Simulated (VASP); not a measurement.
# AlCo (Pm-3m) in VASP: further runs

The runs below take AlCo through single point, with PBEsol.

Program: VASP 6.6.1. These are calculated values, not measurements. Logs are shortened: lines on timing, memory, paths and dates and some standing lists are left out, and cuts for length are marked.

### 1 The cell of the first run

It takes space group Pm-3m (No. 221, cubic). Conventional cell: a = 2.742 Å, b = 2.742 Å, c = 2.742 Å, α = 90.00°, β = 90.00°, γ = 90.00°. Within 3.1 Å of Al (site symmetry m-3m) lie 8 Co at 2.37 Å and 6 Al at 2.74 Å. Within 3.1 Å of Co (site symmetry m-3m) lie 8 Al at 2.37 Å and 6 Co at 2.74 Å.

### 2 Single point, PBEsol, collinear spin, ferromagnetic start

File INCAR:

```
  ALGO = Normal
  EDIFF = 1E-7
  ENCUT = 520
  GGA = PS
  ISIF = 2
  ISMEAR = -1
  ISPIN = 2
  LASPH = True
  LCHARG = False
  LMAXMIX = 4
  LORBIT = 11
  LREAL = False
  LWAVE = False
  MAGMOM = 0 2.5
  NBANDS = 17
  NELM = 150
  PREC = Accurate
  SIGMA = 0.1
```

File KPOINTS:

```
k-points
0
Gamma
  10 10 10
```

File POSCAR:

```
AlCo
1.0
    2.7421198544      0.0000000000      0.0000000000
    0.0000000000      2.7421198544      0.0000000000
    0.0000000000      0.0000000000      2.7421198544
Al Co
1 1
Direct
    0.0000000000      0.0000000000      0.0000000000
    0.5000000000      0.5000000000      0.5000000000
```

Potentials or basis: VASP PAW PBE potentials, release 64 (Al, Co).

On the command line:

```
$ cat potpaw_PBE.64/Al/POTCAR potpaw_PBE.64/Co/POTCAR > POTCAR
$ mpirun -np 1 vasp_std > vasp.out
```

OUTCAR:

```text
EDIFF = 1E-7
   ENCUT = 520
   GGA = PS
   ISIF = 2
   ISMEAR = -1
   ISPIN = 2
   LASPH = True
   LORBIT = 11
   LREAL = False
   NELM = 150
   PREC = Accurate

 ion  position               nearest neighbor table
   1  0.000  0.000  0.000-   2 2.37   2 2.37   2 2.37   2 2.37   2 2.37   2 2.37   2 2.37   2 2.37

   2  0.500  0.500  0.500-   1 2.37   1 2.37   1 2.37   1 2.37   1 2.37   1 2.37   1 2.37   1 2.37

  LATTYP: Found a simple cubic cell.
 ALAT       =     2.7421198544

  Lattice vectors:

 A1 = (   2.7421198544,   0.0000000000,   0.0000000000)
 A2 = (   0.0000000000,   2.7421198544,   0.0000000000)
 A3 = (   0.0000000000,   0.0000000000,   2.7421198544)

Analysis of symmetry for initial positions (statically):
=====================================================================
 Subroutine PRICEL returns:
 Original cell was already a primitive cell.

 Routine SETGRP: Setting up the symmetry group for a
 simple cubic supercell.

 Subroutine GETGRP returns: Found 48 space group operations
 (whereof 48 operations were pure point group operations)
 out of a pool of 48 trial point group operations.

The static configuration has the point symmetry O_h .

Analysis of symmetry for dynamics (positions and initial velocities):
=====================================================================
 Subroutine PRICEL returns:
 Original cell was already a primitive cell.

 Routine SETGRP: Setting up the symmetry group for a
 simple cubic supercell.

 Subroutine GETGRP returns: Found 48 space group operations
 (whereof 48 operations were pure point group operations)
 out of a pool of 48 trial point group operations.

The dynamic configuration has the point symmetry O_h .

Analysis of structural, dynamic, and magnetic symmetry:
=====================================================================
 Subroutine PRICEL returns:
 Original cell was already a primitive cell.

 Routine SETGRP: Setting up the symmetry group for a
 simple cubic supercell.

 Subroutine GETGRP returns: Found 48 space group operations
 (whereof 48 operations were pure point group operations)
 out of a pool of 48 trial point group operations.

The overall configuration has the point symmetry O_h .

 Subroutine INISYM returns: Found 48 space group operations
 (whereof 48 operations are pure point group operations),
 and found     1 'primitive' translations

----------------------------------------------------------------------------------------

                                     Primitive cell

  volume of cell :      20.6186

  direct lattice vectors                    reciprocal lattice vectors
     2.742119854  0.000000000  0.000000000     0.364681361  0.000000000  0.000000000
     0.000000000  2.742119854  0.000000000     0.000000000  0.364681361  0.000000000
     0.000000000  0.000000000  2.742119854     0.000000000  0.000000000  0.364681361

  length of vectors
     2.742119854  2.742119854  2.742119854     0.364681361  0.364681361  0.364681361

  position of ions in fractional coordinates (direct lattice)
     0.000000000  0.000000000  0.000000000
     0.500000000  0.500000000  0.500000000

  ion indices of the primitive-cell ions
   primitive index   ion index
                 1           1
                 2           2

----------------------------------------------------------------------------------------

 KPOINTS: k-points

Automatic generation of k-mesh.
 Grid dimensions read from file:
 generate k-points for:   10   10   10

 Generating k-lattice:

  Cartesian coordinates                     Fractional coordinates (reciprocal lattice)
     0.036468136  0.000000000  0.000000000     0.100000000  0.000000000  0.000000000
     0.000000000  0.036468136  0.000000000     0.000000000  0.100000000  0.000000000
     0.000000000  0.000000000  0.036468136     0.000000000  0.000000000  0.100000000

  Length of vectors
     0.036468136  0.036468136  0.036468136

  Shift w.r.t. Gamma in fractional coordinates (k-lattice)
     0.000000000  0.000000000  0.000000000

 Subroutine IBZKPT returns following result:
 ===========================================

 Found     56 irreducible k-points:

 Following reciprocal coordinates:
            Coordinates               Weight
  0.000000  0.000000  0.000000      1.000000
  0.100000  0.000000  0.000000      6.000000
  0.200000  0.000000  0.000000      6.000000
  0.300000  0.000000  0.000000      6.000000
  0.400000  0.000000  0.000000      6.000000
  0.500000  0.000000  0.000000      3.000000
[... 16 lines left out ...]
  0.200000  0.100000  0.100000     24.000000
  0.300000  0.100000  0.100000     24.000000
 [... further k-points ...]
   k-points           NKPTS =     56   k-points in BZ     NKDIM =     56   number of bands    NBANDS=     17
   number of dos      NEDOS =    301   number of ions     NIONS =      2
   total plane-waves  NPLWV =   8000
   dimension x,y,z NGX =    20 NGY =   20 NGZ =   20
   dimension x,y,z NGXF=    40 NGYF=   40 NGZF=   40
   ions per type =               1   1
   NGX,Y,Z   is equivalent  to a cutoff of  12.13, 12.13, 12.13 a.u.
   NGXF,Y,Z  is equivalent  to a cutoff of  24.25, 24.25, 24.25 a.u.
 SYSTEM =  unknown system
   PREC   = accura    normal or accurate (medium, high low for compatibility)
   ISTART =      0    job   : 0-new  1-cont  2-samecut
   ICHARG =      2    charge: 1-file 2-atom 10-const
   ISPIN  =      2    spin polarized calculation?
   LNONCOLLINEAR =      F non collinear calculations
   LSORBIT =      F    spin-orbit coupling
   LASPH  =      T    aspherical Exc in radial PAW
   ENCUT  =  520.0 eV  38.22 Ry    6.18 a.u.   5.10  5.10  5.10*2*pi/ulx,y,z
   NELM   =    150;   NELMIN=  2; NELMDL= -5     # of ELM steps
   EDIFF  = 0.1E-06   stopping-criterion for ELM
   LREAL  =      F    real-space projection
   EDIFFG = 0.1E-05   stopping-criterion for IOM
   NSW    =      0    number of steps for IOM
   IBRION =     -1    ionic relax: 0-MD 1-quasi-New 2-CG
   NFREE  =      0    steps in history (QN), initial steepest desc. (CG)
   ISIF   =      2    stress and relaxation
   ISYM   =      2    0-nonsym 1-usesym 2-fastsym
   POTIM  = 0.5000    time-step for ionic-motion
   TEBEG  =    0.0;   TEEND  =   0.0 temperature during run
   PSTRESS=    0.0 pullay stress
   NELECT =      12.0000    total number of electrons
   NUPDOWN=      -1.0000    fix difference up-down
   EMIN   =  10.00;   EMAX   =-10.00  energy-range for DOS
   EFERMI =   0.00;   METHOD = LEGACY
   ISMEAR =    -1;   SIGMA  =   0.10  broadening in eV -4-tet -1-fermi 0-gaus
   EFERMI_NEDOS =   21; number of points for ismear=-14 and -15
   IALGO  =     38    algorithm
   IMIX   =      4    mixing-type and parameters
     AMIX     =   0.40;   BMIX     =  1.00
     AMIX_MAG =   1.60;   BMIX_MAG =  1.00
  volume/ion in A,a.u.               =      10.31        69.57
  Fermi-wavevector in a.u.,A,eV,Ry     =   1.366833  2.582940 25.418848  1.868233
  Thomas-Fermi vector in A             =   2.492939
   LORBIT       =     11    0 simple, 1 ext, 2 COOP (PROOUT), +10 PAW based schemes
   GGA     = PS    functional components
   LHFCALC =     F    Hartree Fock is set to
   AEXX    =    0.0000 exact exchange contribution
   IVDW    =     0    specifies the selected vdW correction
   LEPSILON=     F    determine dielectric tensor
   LRPA    =     F    only Hartree local field effects (RPA)
 spin polarized calculation
  energy-cutoff  :      520.00
  volume of cell :       20.62
 maximum number of plane-waves:       568
   NGX = 11   NGY = 11   NGZ = 11

 number of electron      12.0000011 magnetization      -0.0091476

 number of electron      12.0000011 magnetization       0.0000034

 Free energy of the ion-electron system (eV)
  ---------------------------------------------------
  ext. energy  EPLUGINS =         0.00000000
  ---------------------------------------------------
  free energy    TOTEN  =       -12.98398237 eV

  energy without entropy =      -12.96101881  energy(sigma->0) =      -12.97250059

 E-fermi :  12.0378     XC(G=0): -12.9647

 val. band max:       12.0163932323   @ k =   0.5000   0.4000   0.1000
 cond. band min:      12.1659286235   @ k =   0.5000   0.3000   0.0000
 fundamental gap:      0.1495353912
 Fermi energy:        12.0378190091

 spin component 1

 k-point     1 :       0.0000    0.0000    0.0000
  band No.  band energies     occupation
      1       0.2030      1.00000
      2       8.5276      1.00000
      3       8.5276      1.00000
      4      11.1117      0.99990
      5      11.1117      0.99990
      6      11.1117      0.99990
[... 9 lines left out ...]
     16      36.9501      0.00000
     17      36.9501      0.00000
[... 441 lines left out ...]
 k-point    24 :       0.3000    0.1000    0.1000
  band No.  band energies     occupation
      1       2.3845      1.00000
      2       7.9421      1.00000
      3       9.0045      1.00000
      4      10.2361      1.00000
      5      10.3537      1.00000
      6      10.9786      0.99997
[... 9 lines left out ...]
     16      34.9694      0.00000
     17      35.8446      0.00000

 [... further k-points ...]

 spin component 2

 k-point     1 :       0.0000    0.0000    0.0000
  band No.  band energies     occupation
      1       0.2030      1.00000
      2       8.5276      1.00000
      3       8.5276      1.00000
      4      11.1117      0.99990
      5      11.1117      0.99990
      6      11.1117      0.99990
[... 9 lines left out ...]
     16      36.9501      0.00000
     17      36.9501      0.00000
[... 441 lines left out ...]
 k-point    24 :       0.3000    0.1000    0.1000
  band No.  band energies     occupation
      1       2.3845      1.00000
      2       7.9421      1.00000
      3       9.0045      1.00000
      4      10.2361      1.00000
      5      10.3538      1.00000
      6      10.9786      0.99997
[... 9 lines left out ...]
     16      34.9694      0.00000
     17      35.8446      0.00000

 [... further k-points ...]
[... 5 lines left out ...]
  --------------------------------------------------------------------------------------
  -------------------------------------------------------------------------------------
  Total        2.6346318      2.6346318      2.6346318      0.0000000      0.0000000     -0.0000000
  in kB      204.7251542    204.7251542    204.7251542      0.0000000      0.0000000     -0.0000000
  external PRESSURE =     204.7251542 kB  Pullay stress =       0.0000000 kB

 VOLUME and BASIS-vectors are now :
 -----------------------------------------------------------------------------
  energy-cutoff  :      520.00
  volume of cell :       20.62
      direct lattice vectors                 reciprocal lattice vectors
     2.742119854  0.000000000  0.000000000     0.364681361  0.000000000  0.000000000
     0.000000000  2.742119854  0.000000000     0.000000000  0.364681361  0.000000000
     0.000000000  0.000000000  2.742119854     0.000000000  0.000000000  0.364681361

 POSITION                                       TOTAL-FORCE (eV/Angst)
 -----------------------------------------------------------------------------------
      0.00000      0.00000      0.00000         0.000000      0.000000      0.000000
      1.37106      1.37106      1.37106         0.000000      0.000000      0.000000
 -----------------------------------------------------------------------------------
    total drift:                               -0.000000      0.000000     -0.000000

  FREE ENERGIE OF THE ION-ELECTRON SYSTEM (eV)
  ---------------------------------------------------
  free  energy   TOTEN  =       -12.9839823737 eV

  energy  without entropy=      -12.9610188113  energy(sigma->0) =      -12.97250059

 total charge

# of ion       s       p       d       tot
------------------------------------------
    1        0.411   0.484   0.000   0.895
    2        0.484   0.612   7.603   8.699
--------------------------------------------------
tot          0.895   1.097   7.603   9.595

 magnetization (x)

# of ion       s       p       d       tot
------------------------------------------
    1       -0.000   0.000   0.000  -0.000
    2       -0.000  -0.000   0.000   0.000
--------------------------------------------------
tot         -0.000   0.000   0.000   0.000
```

It took 18 s on 1 thread of Intel Xeon 6975P-C (Granite Rapids), shared host; peak memory 0.15 GiB.

Results:

- Free energy: -12.9840 eV
- Pressure: 20.5 GPa
- Band gap on the k mesh: zero (filled and empty bands overlap)
- Net moment: 0.00 μB per cell
- Valence electrons inside the program's atomic spheres: Al 0.90; Co 8.70

Levels at points of the mesh, in eV from the Fermi level:
Spin up:
```
           k point  band 2  band 3  band 4  band 5  band 6  band 7  band 8  band 9  band 10  band 11
(0.00, 0.00, 0.00)   -3.51   -3.51   -0.93   -0.93   -0.93    6.62    6.62    6.62     9.28     9.28
(0.50, 0.00, 0.00)   -7.13   -2.81   -1.94   -1.94   -0.79    0.27    8.59   11.29    11.29    13.02
(0.50, 0.50, 0.00)   -3.54   -2.87   -2.87   -1.73   -1.73   -0.25    2.81    4.26    14.19    16.92
(0.50, 0.50, 0.50)   -4.46   -4.46   -0.21   -0.21    2.41    2.41    2.41    5.31     6.07     6.07
```
Spin down:
| k point | band 2 | band 3 | band 4 | band 5 | band 6 | band 7 | band 8 | band 9 | band 10 | band 11 |
| --- | --- | --- | --- | --- | --- | --- | --- | --- | --- | --- |
| (0.00, 0.00, 0.00) | -3.51 | -3.51 | -0.93 | -0.93 | -0.93 | 6.62 | 6.62 | 6.62 | 9.28 | 9.28 |
| (0.50, 0.00, 0.00) | -7.13 | -2.81 | -1.94 | -1.94 | -0.79 | 0.27 | 8.59 | 11.29 | 11.29 | 13.02 |
| (0.50, 0.50, 0.00) | -3.54 | -2.87 | -2.87 | -1.73 | -1.73 | -0.25 | 2.81 | 4.26 | 14.19 | 16.92 |
| (0.50, 0.50, 0.50) | -4.46 | -4.46 | -0.21 | -0.21 | 2.41 | 2.41 | 2.41 | 5.31 | 6.07 | 6.07 |

Caveat: the starting moments collapsed, and a magnetic state may lie lower; the PAW data sets were made with another functional, which shifts forces and pressure a little.

[end of part 1 of 2]
